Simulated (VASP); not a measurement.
# Rh (Fd-3m) in VASP: further runs, part 2 of 2

VASP 6.6.1. The steps go on from the part before.

### 6 Single point, PBE

This run uses another cell than the first one, of 20.54 Å³/atom.

INCAR reads:

```
ALGO = Normal
EDIFF = 1E-6
ENCUT = 520
GGA = PE
ISIF = 2
ISMEAR = -1
LASPH = True
LCHARG = False
LREAL = False
LWAVE = False
NBANDS = 22
NELM = 100
PREC = Accurate
SIGMA = 0.06122561905347299
```

KPOINTS reads:

```
k-points
0
Gamma
  17 17 17
```

POSCAR reads:

```
Rh
1.0
    0.0000000000      2.7386501867      2.7386501867
    2.7386501867      0.0000000000      2.7386501867
    2.7386501867      2.7386501867      0.0000000000
Rh
2
Direct
    0.0000000000      0.0000000000      0.0000000000
    0.2500000000      0.2500000000      0.2500000000
```

Potentials or basis: VASP PAW PBE potentials, release 64 (Rh_pv).

Launch:

```bash
$ cat potpaw_PBE.64/Rh_pv/POTCAR > POTCAR
$ mpirun -np 1 vasp_std > vasp.out
```

OUTCAR:

```text
EDIFF = 1E-6
   ENCUT = 520
   GGA = PE
   ISIF = 2
   ISMEAR = -1
   LASPH = True
   LREAL = False
   NELM = 100
   PREC = Accurate

 ion  position               nearest neighbor table
   1  0.000  0.000  0.000-   2 2.37   2 2.37   2 2.37   2 2.37
   2  0.250  0.250  0.250-   1 2.37   1 2.37   1 2.37   1 2.37

  LATTYP: Found a face centered cubic cell.
 ALAT       =     5.4773003734

  Lattice vectors:

 A1 = (   0.0000000000,   2.7386501867,   2.7386501867)
 A2 = (   2.7386501867,   0.0000000000,   2.7386501867)
 A3 = (   2.7386501867,   2.7386501867,   0.0000000000)

Analysis of symmetry for initial positions (statically):
=====================================================================
 Subroutine PRICEL returns:
 Original cell was already a primitive cell.

 Routine SETGRP: Setting up the symmetry group for a
 face centered cubic supercell.

 Subroutine GETGRP returns: Found 48 space group operations
 (whereof 24 operations were pure point group operations)
 out of a pool of 48 trial point group operations.

The static configuration has the point symmetry T_d .
 The point group associated with its full space group is O_h .

Analysis of symmetry for dynamics (positions and initial velocities):
=====================================================================
 Subroutine PRICEL returns:
 Original cell was already a primitive cell.

 Routine SETGRP: Setting up the symmetry group for a
 face centered cubic supercell.

 Subroutine GETGRP returns: Found 48 space group operations
 (whereof 24 operations were pure point group operations)
 out of a pool of 48 trial point group operations.

The dynamic configuration has the point symmetry T_d .
 The point group associated with its full space group is O_h .

 Subroutine INISYM returns: Found 48 space group operations
[... 103 lines left out ...]
   ISIF   =      2    stress and relaxation
   ISYM   =      2    0-nonsym 1-usesym 2-fastsym
   POTIM  = 0.5000    time-step for ionic-motion
   TEBEG  =    0.0;   TEEND  =   0.0 temperature during run
   PSTRESS=    0.0 pullay stress
   NELECT =      30.0000    total number of electrons
   NUPDOWN=      -1.0000    fix difference up-down
   EMIN   =  10.00;   EMAX   =-10.00  energy-range for DOS
   EFERMI =   0.00;   METHOD = LEGACY
   ISMEAR =    -1;   SIGMA  =   0.06  broadening in eV -4-tet -1-fermi 0-gaus
   EFERMI_NEDOS =   21; number of points for ismear=-14 and -15
   IALGO  =     38    algorithm
   IMIX   =      4    mixing-type and parameters
     AMIX     =   0.40;   BMIX     =  1.00
     AMIX_MAG =   1.60;   BMIX_MAG =  1.00
  volume/ion in A,a.u.               =      20.54       138.61
  Fermi-wavevector in a.u.,A,eV,Ry     =   1.474242  2.785913 29.570747  2.173389
  Thomas-Fermi vector in A             =   2.589037
   LORBIT       =      0    0 simple, 1 ext, 2 COOP (PROOUT), +10 PAW based schemes
   GGA     = PE    functional components
   LHFCALC =     F    Hartree Fock is set to
   AEXX    =    0.0000 exact exchange contribution
   IVDW    =     0    specifies the selected vdW correction
   LEPSILON=     F    determine dielectric tensor
   LRPA    =     F    only Hartree local field effects (RPA)
 non-spin polarized calculation
  energy-cutoff  :      520.00
  volume of cell :       41.08
 maximum number of plane-waves:      1123
 NGX is ok and might be reduce to    30
   NGX = 15   NGY = 15   NGZ = 15

 number of electron      30.0000007 magnetization

 Free energy of the ion-electron system (eV)
  ---------------------------------------------------
  ext. energy  EPLUGINS =         0.00000000
  ---------------------------------------------------
  free energy    TOTEN  =       -12.31114058 eV

  energy without entropy =      -12.26984600  energy(sigma->0) =      -12.29049329

 E-fermi :   6.5980     XC(G=0): -11.2225

 val. band max:        6.5953193462   @ k =  -0.2353   0.2941   0.1176
 cond. band min:       6.5992589144   @ k =  -0.4118   0.0588   0.0000
 fundamental gap:      0.0039395683
 Fermi energy:         6.5979830540

 k-point     1 :       0.0000    0.0000    0.0000
  band No.  band energies     occupation
      1     -40.5767      2.00000
      2     -40.5767      2.00000
      3     -40.5767      2.00000
      4     -39.9327      2.00000
      5     -39.9327      2.00000
      6     -39.9327      2.00000
[... 589 lines left out ...]
     21      19.1987      0.00000
     22      19.9427      0.00000

 [... further k-points ...]
[... 5 lines left out ...]
  --------------------------------------------------------------------------------------
  -------------------------------------------------------------------------------------
  Total        0.7140226      0.7140226      0.7140226     -0.0000000      0.0000000      0.0000000
  in kB       27.8472852     27.8472852     27.8472852     -0.0000000      0.0000000      0.0000000
  external PRESSURE =      27.8472852 kB  Pullay stress =       0.0000000 kB

 VOLUME and BASIS-vectors are now :
 -----------------------------------------------------------------------------
  energy-cutoff  :      520.00
  volume of cell :       41.08
      direct lattice vectors                 reciprocal lattice vectors
     0.000000000  2.738650187  2.738650187    -0.182571693  0.182571693  0.182571693
     2.738650187  0.000000000  2.738650187     0.182571693 -0.182571693  0.182571693
     2.738650187  2.738650187  0.000000000     0.182571693  0.182571693 -0.182571693

 POSITION                                       TOTAL-FORCE (eV/Angst)
 -----------------------------------------------------------------------------------
      0.00000      0.00000      0.00000        -0.000000      0.000000     -0.000000
      1.36933      1.36933      1.36933         0.000000     -0.000000      0.000000
 -----------------------------------------------------------------------------------
    total drift:                                0.000000      0.000000      0.000000

  FREE ENERGIE OF THE ION-ELECTRON SYSTEM (eV)
  ---------------------------------------------------
  free  energy   TOTEN  =       -12.3111405821 eV

  energy  without entropy=      -12.2698460031  energy(sigma->0) =      -12.29049329
```

stdout:

```text
POSCAR found type information on POSCAR Rh
 POSCAR found :  1 types and       2 ions
 scaLAPACK will be used
 LDA part: xc-table for (Slater+PW92), standard interpolation
 POSCAR, INCAR and KPOINTS ok, starting setup
 FFT: planning ... GRIDC
 FFT: planning ... GRID_SOFT
 FFT: planning ... GRID
 WAVECAR not read
 entering main loop
```

Wall time 3.2 min (1 thread of Intel Xeon 8259CL, shared host); peak memory 0.25 GiB.

Results:

```yaml
Free_energy: -12.3111 eV
Pressure: 2.8 GPa
Band_gap_on_the_k_mesh: zero (bands 15 and 16 overlap by 1.26 eV)
```

### 7 The runs side by side

| cell | gap on the mesh (eV) | pressure (GPa) |
| --- | --- | --- |
| a = 3.820 Å, angles 60.0°, 2 atoms | none | 9.4 |
| a = 3.847 Å, angles 60.0°, 2 atoms | none | 5.9 |
| a = 3.873 Å, angles 60.0°, 2 atoms | none | 2.8 |

Alike in all rows: task single point; level PBE; potentials or basis VASP PAW PBE potentials, release 64 (Rh_pv); no spin polarisation; k mesh 17 × 17 × 17; cutoff (eV) 520; smearing fermi-dirac 0.0612256 eV.

Caveats: the cell stands under pressure (at least some runs).

Absolute energies hang on the potentials; compare differences alone.
